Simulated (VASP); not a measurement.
# Mg (P6_3/mmc) in VASP: further runs

Mg is run at these levels: PBE; tasks: single point, relaxation of shape and atoms at fixed volume.

Program: VASP 6.6.1. These are calculated values, not measurements. Logs are shortened: lines on timing, memory, paths and dates and some standing lists are left out, and cuts for length are marked.

### 1 The cell of the first run

The structure is hexagonal, space group P6_3/mmc (No. 194). Conventional cell: a = 3.111 Å, b = 3.111 Å, c = 4.979 Å, α = 90.00°, β = 90.00°, γ = 120.00°. Mg (site symmetry -6m2) has 12 Mg at 3.07 to 3.11 Å within 4.0 Å.

### 2 Single point, PBE (volume scaled by 0.91, then relaxed in part)

File INCAR:

```
PREC = Accurate
ENCUT = 520
EDIFF = 1E-7
ISMEAR = 0
SIGMA = 0.1
LREAL = False
LASPH = True
NELM = 100
ALGO = Normal
ISIF = 2
LWAVE = False
LCHARG = False
GGA = PE
NBANDS = 9
```

File KPOINTS:

```
Automatic mesh
0
Gamma
  15 15 8
```

File POSCAR:

```
Mg
1.0
    3.1107189603      0.0000000000      0.0000000000
   -1.5553594802      2.6939616436      0.0000000000
    0.0000000000      0.0000000000      4.9789237865
Mg
2
Direct
    0.3333333333      0.6666666667      0.2500000000
    0.6666666667      0.3333333333      0.7500000000
```

Potentials or basis: VASP PAW PBE potentials, release 64 (Mg).

Launch:

```sh
$ cat potpaw_PBE.64/Mg/POTCAR > POTCAR
$ mpirun -np 1 vasp_std > vasp.out
```

OUTCAR:

```text
PREC = Accurate
   ENCUT = 520
   EDIFF = 1E-7
   ISMEAR = 0
   LREAL = False
   LASPH = True
   NELM = 100
   ISIF = 2
   GGA = PE

 ion  position               nearest neighbor table
   1  0.333  0.667  0.250-   2 3.07   2 3.07   2 3.07   2 3.07   2 3.07   2 3.07
   2  0.667  0.333  0.750-   1 3.07   1 3.07   1 3.07   1 3.07   1 3.07   1 3.07

  LATTYP: Found a hexagonal cell.
 ALAT       =     3.1107189603
 C/A-ratio  =     1.6005701094

  Lattice vectors:

 A1 = (   3.1107189603,   0.0000000000,   0.0000000000)
 A2 = (  -1.5553594802,   2.6939616436,   0.0000000000)
 A3 = (   0.0000000000,   0.0000000000,   4.9789237865)

Analysis of symmetry for initial positions (statically):
=====================================================================
 Subroutine PRICEL returns:
 Original cell was already a primitive cell.

 Routine SETGRP: Setting up the symmetry group for a
 hexagonal supercell.

 Subroutine GETGRP returns: Found 24 space group operations
 (whereof 12 operations were pure point group operations)
 out of a pool of 24 trial point group operations.

The static configuration has the point symmetry D_3d.
 The point group associated with its full space group is D_6h.

Analysis of symmetry for dynamics (positions and initial velocities):
=====================================================================
 Subroutine PRICEL returns:
 Original cell was already a primitive cell.

 Routine SETGRP: Setting up the symmetry group for a
 hexagonal supercell.

 Subroutine GETGRP returns: Found 24 space group operations
 (whereof 12 operations were pure point group operations)
 out of a pool of 24 trial point group operations.

The dynamic configuration has the point symmetry D_3d.
 The point group associated with its full space group is D_6h.

 Subroutine INISYM returns: Found 24 space group operations
 (whereof 12 operations are pure point group operations),
 and found     1 'primitive' translations

----------------------------------------------------------------------------------------

                                     Primitive cell

  volume of cell :      41.7242

  direct lattice vectors                    reciprocal lattice vectors
     3.110718960  0.000000000  0.000000000     0.321469092  0.185600267  0.000000000
    -1.555359480  2.693961644  0.000000000     0.000000000  0.371200534  0.000000000
     0.000000000  0.000000000  4.978923787     0.000000000  0.000000000  0.200846617

  length of vectors
     3.110718960  3.110718960  4.978923787     0.371200534  0.371200534  0.200846617

  position of ions in fractional coordinates (direct lattice)
     0.333333333  0.666666667  0.250000000
     0.666666667  0.333333333  0.750000000

  ion indices of the primitive-cell ions
   primitive index   ion index
                 1           1
                 2           2

----------------------------------------------------------------------------------------

 KPOINTS: Automatic mesh

Automatic generation of k-mesh.
 Grid dimensions read from file:
 generate k-points for:   15   15    8

 Generating k-lattice:

  Cartesian coordinates                     Fractional coordinates (reciprocal lattice)
     0.021431273  0.012373351  0.000000000     0.066666667  0.000000000  0.000000000
     0.000000000  0.024746702  0.000000000     0.000000000  0.066666667  0.000000000
     0.000000000  0.000000000  0.025105827     0.000000000  0.000000000  0.125000000

  Length of vectors
     0.024746702  0.024746702  0.025105827

  Shift w.r.t. Gamma in fractional coordinates (k-lattice)
     0.000000000  0.000000000  0.000000000

 Subroutine IBZKPT returns following result:
 ===========================================

 Found    135 irreducible k-points:

 Following reciprocal coordinates:
            Coordinates               Weight
  0.000000  0.000000  0.000000      1.000000
  0.066667 -0.000000  0.000000      6.000000
  0.133333  0.000000  0.000000      6.000000
  0.200000 -0.000000  0.000000      6.000000
  0.266667  0.000000  0.000000      6.000000
  0.333333 -0.000000  0.000000      6.000000
[... 16 lines left out ...]
  0.333333  0.200000  0.000000     12.000000
  0.400000  0.200000  0.000000      6.000000
 [... further k-points ...]
   k-points           NKPTS =    135   k-points in BZ     NKDIM =    135   number of bands    NBANDS=      9
   number of dos      NEDOS =    301   number of ions     NIONS =      2
   total plane-waves  NPLWV =  23040
   dimension x,y,z NGX =    24 NGY =   24 NGZ =   40
   dimension x,y,z NGXF=    48 NGYF=   48 NGZF=   80
   ions per type =               2
   NGX,Y,Z   is equivalent  to a cutoff of  12.83, 12.83, 13.36 a.u.
   NGXF,Y,Z  is equivalent  to a cutoff of  25.65, 25.65, 26.71 a.u.
 SYSTEM =  unknown system
   PREC   = accura    normal or accurate (medium, high low for compatibility)
   ISTART =      0    job   : 0-new  1-cont  2-samecut
   ICHARG =      2    charge: 1-file 2-atom 10-const
   ISPIN  =      1    spin polarized calculation?
   LNONCOLLINEAR =      F non collinear calculations
   LSORBIT =      F    spin-orbit coupling
   LASPH  =      T    aspherical Exc in radial PAW
   ENCUT  =  520.0 eV  38.22 Ry    6.18 a.u.   5.78  5.78  9.26*2*pi/ulx,y,z
   NELM   =    100;   NELMIN=  2; NELMDL= -5     # of ELM steps
   EDIFF  = 0.1E-06   stopping-criterion for ELM
   LREAL  =      F    real-space projection
   EDIFFG = 0.1E-05   stopping-criterion for IOM
   NSW    =      0    number of steps for IOM
   IBRION =     -1    ionic relax: 0-MD 1-quasi-New 2-CG
   NFREE  =      0    steps in history (QN), initial steepest desc. (CG)
   ISIF   =      2    stress and relaxation
   ISYM   =      2    0-nonsym 1-usesym 2-fastsym
   POTIM  = 0.5000    time-step for ionic-motion
   TEBEG  =    0.0;   TEEND  =   0.0 temperature during run
   PSTRESS=    0.0 pullay stress
   NELECT =       4.0000    total number of electrons
   NUPDOWN=      -1.0000    fix difference up-down
   EMIN   =  10.00;   EMAX   =-10.00  energy-range for DOS
   EFERMI =   0.00;   METHOD = LEGACY
   ISMEAR =     0;   SIGMA  =   0.10  broadening in eV -4-tet -1-fermi 0-gaus
   EFERMI_NEDOS =   21; number of points for ismear=-14 and -15
   IALGO  =     38    algorithm
   IMIX   =      4    mixing-type and parameters
     AMIX     =   0.40;   BMIX     =  1.00
     AMIX_MAG =   1.60;   BMIX_MAG =  1.00
  volume/ion in A,a.u.               =      20.86       140.78
  Fermi-wavevector in a.u.,A,eV,Ry     =   0.749260  1.415895  7.638172  0.561390
  Thomas-Fermi vector in A             =   1.845738
   LORBIT       =      0    0 simple, 1 ext, 2 COOP (PROOUT), +10 PAW based schemes
   GGA     = PE    functional components
   LHFCALC =     F    Hartree Fock is set to
   AEXX    =    0.0000 exact exchange contribution
   IVDW    =     0    specifies the selected vdW correction
   LEPSILON=     F    determine dielectric tensor
   LRPA    =     F    only Hartree local field effects (RPA)
 non-spin polarized calculation
 Gauss-broadening in eV      SIGMA  =   0.10
  energy-cutoff  :      520.00
  volume of cell :       41.72
 maximum number of plane-waves:      1152
 NGX is ok and might be reduce to    24
   NGX = 11   NGY = 11   NGZ = 19

 number of electron       4.0000000 magnetization

 Free energy of the ion-electron system (eV)
  ---------------------------------------------------
  ext. energy  EPLUGINS =         0.00000000
  ---------------------------------------------------
  free energy    TOTEN  =        -2.96878237 eV

  energy without entropy =       -2.96445228  energy(sigma->0) =       -2.96661732

 E-fermi :   3.1490     XC(G=0):  -8.7919

 val. band max:        3.1464082160   @ k =   0.2667   0.0667   0.0000
 cond. band min:       3.1515610341   @ k =   0.3333   0.3333   0.3750
 fundamental gap:      0.0051528181
 Fermi energy:         3.1490335839

 k-point     1 :       0.0000    0.0000    0.0000
  band No.  band energies     occupation
      1      -4.2013      2.00000
      2       1.3916      2.00000
      3       2.0535      2.00000
      4      14.4985      0.00000
      5      14.4985      0.00000
      6      14.7802      0.00000
      7      14.7802      0.00000
      8      15.6131      0.00000
      9      17.3283      0.00000

 k-point     2 :       0.0667   -0.0000    0.0000
  band No.  band energies     occupation
      1      -4.1088      2.00000
      2       1.4750      2.00000
      3       2.1423      2.00000
      4      12.7243      0.00000
      5      13.5787      0.00000
      6      14.4076      0.00000
      7      15.8179      0.00000
      8      16.5107      0.00000
      9      17.6111      0.00000

 k-point     3 :       0.1333    0.0000    0.0000
  band No.  band energies     occupation
      1      -3.8321      2.00000
      2       1.7252      2.00000
      3       2.4059      2.00000
      4      10.5912      0.00000
      5      12.6759      0.00000
      6      13.3814      0.00000
      7      15.5533      0.00000
      8      16.4825      0.00000
      9      16.9373      0.00000

 k-point     4 :       0.2000   -0.0000    0.0000
  band No.  band energies     occupation
      1      -3.3728      2.00000
      2       2.1426      2.00000
      3       2.8337      1.99999
      4       8.5523      0.00000
      5      11.9210      0.00000
      6      12.3008      0.00000
      7      13.5065      0.00000
      8      15.2393      0.00000
      9      16.5907      0.00000
[... 205 lines left out ...]
 k-point    22 :       0.2667    0.2000    0.0000
  band No.  band energies     occupation
      1      -0.8459      2.00000
      2       4.0569      0.00000
      3       4.4880      0.00000
      4       5.0837      0.00000
      5       6.5091      0.00000
      6       9.5240      0.00000
      7      10.8607      0.00000
      8      10.9075      0.00000
      9      12.4759      0.00000

 k-point    23 :       0.3333    0.2000    0.0000
  band No.  band energies     occupation
      1       0.2126      2.00000
      2       2.7689      2.00000
      3       5.0755      0.00000
      4       5.4937      0.00000
      5       6.8880      0.00000
      6       8.0343      0.00000
      7       9.6446      0.00000
      8      10.6220      0.00000
      9      12.1729      0.00000

 k-point    24 :       0.4000    0.2000    0.0000
  band No.  band energies     occupation
      1       1.3808      2.00000
      2       1.4727      2.00000
      3       5.0739      0.00000
      4       6.5359      0.00000
      5       6.8262      0.00000
      6       7.3155      0.00000
      7       8.9791      0.00000
      8      10.5310      0.00000
      9      12.0790      0.00000

 [... further k-points ...]
[... 5 lines left out ...]
  --------------------------------------------------------------------------------------
  -------------------------------------------------------------------------------------
  Total        1.0376871      1.0376871      1.0537255     -0.0000000      0.0000000      0.0000000
  in kB       39.8464217     39.8464217     40.4622849     -0.0000000      0.0000000      0.0000000
  external PRESSURE =      40.0517094 kB  Pullay stress =       0.0000000 kB

 VOLUME and BASIS-vectors are now :
 -----------------------------------------------------------------------------
  energy-cutoff  :      520.00
  volume of cell :       41.72
      direct lattice vectors                 reciprocal lattice vectors
     3.110718960  0.000000000  0.000000000     0.321469092  0.185600267  0.000000000
    -1.555359480  2.693961644  0.000000000     0.000000000  0.371200534  0.000000000
     0.000000000  0.000000000  4.978923787     0.000000000  0.000000000  0.200846617

 POSITION                                       TOTAL-FORCE (eV/Angst)
 -----------------------------------------------------------------------------------
     -0.00000      1.79597      1.24473         0.000000     -0.000000      0.000000
      1.55536      0.89799      3.73419        -0.000000      0.000000      0.000000
 -----------------------------------------------------------------------------------
    total drift:                               -0.000000      0.000000     -0.000000

  FREE ENERGIE OF THE ION-ELECTRON SYSTEM (eV)
  ---------------------------------------------------
  free  energy   TOTEN  =        -2.9687823661 eV

  energy  without entropy=       -2.9644522793  energy(sigma->0) =       -2.96661732
```

Run time: 28 s. Hardware: 1 thread of Intel Xeon Platinum 8259CL at 2.50GHz (Skylake/Cascade Lake), shared host; peak memory 0.19 GiB.

What came out:

| Item | Value |
| --- | --- |
| Free energy | -2.9688 eV |
| Pressure | 4.0 GPa |
| Band gap on the k mesh | zero (band 2 reaches 4.06 eV, above the bottom of band 3 at 2.05 eV) |

### 3 Relaxation of shape and atoms at fixed volume, PBE (volume scaled by 0.91)

File INCAR:

```
PREC     = Accurate       # precision mode
ENCUT    = 600            # plane-wave cutoff, eV
EDIFF    = 1E-6           # SCF threshold, eV
ISMEAR   = 0              # smearing method
SIGMA    = 0.1            # smearing width, eV
LREAL    = F              # projectors in reciprocal space
LASPH    = T              # aspherical terms in the spheres
NELM     = 100            # most SCF steps
ALGO     = Normal         # electronic algorithm
ISIF     = 4              # what is computed and relaxed
LWAVE    = F              # write WAVECAR
LCHARG   = F              # write CHGCAR
GGA      = PE             # functional
IBRION   = 2              # ionic algorithm
NSW      = 50             # ionic steps
EDIFFG   = -0.01          # ionic threshold
```

File KPOINTS:

```
regular mesh
0
Gamma
  15 15 8
```

POSCAR is that of step 2.

Potentials or basis: VASP PAW PBE potentials, release 64 (Mg).

Launch:

```sh
$ cat potpaw_PBE.64/Mg/POTCAR > POTCAR
$ mpirun -np 1 vasp_std > vasp.out
```

Wall time 26 s (1 thread of Intel Xeon Platinum 8259CL at 2.50GHz (Skylake/Cascade Lake), shared host); peak memory 0.2 GiB.

Results (log left out):

```yaml
Free_energy: -2.9689 eV
Pressure_after_relaxing: 4.0 GPa
Band_gap_on_the_k_mesh: zero (band 2 reaches 4.06 eV, above the bottom of band 3 at 2.05 eV)
```

Final structure:
```xyz
2
Lattice="3.1107 0.0000 0.0000 -1.5554 2.6940 0.0000 0.0000 0.0000 4.9789" Properties=species:S:1:pos:R:3 pbc="T T T"
Mg    0.0000    1.7960    1.2447
Mg    1.5554    0.8980    3.7342
```

Levels at points of the mesh, in eV from the Fermi level:
| k point | band 1 | band 2 | band 3 | band 4 | band 5 | band 6 |
| --- | --- | --- | --- | --- | --- | --- |
| (0.00, 0.00, 0.00) | -7.35 | -1.76 | -1.10 | 11.35 | 11.35 | 11.63 |
| (0.00, 0.00, 0.50) | -5.84 | -5.84 | 5.56 | 5.56 | 12.12 | 12.12 |

Caveat: the relaxation stopped at its first step, so nothing moved.

(Part 1 of 2 ends here.)
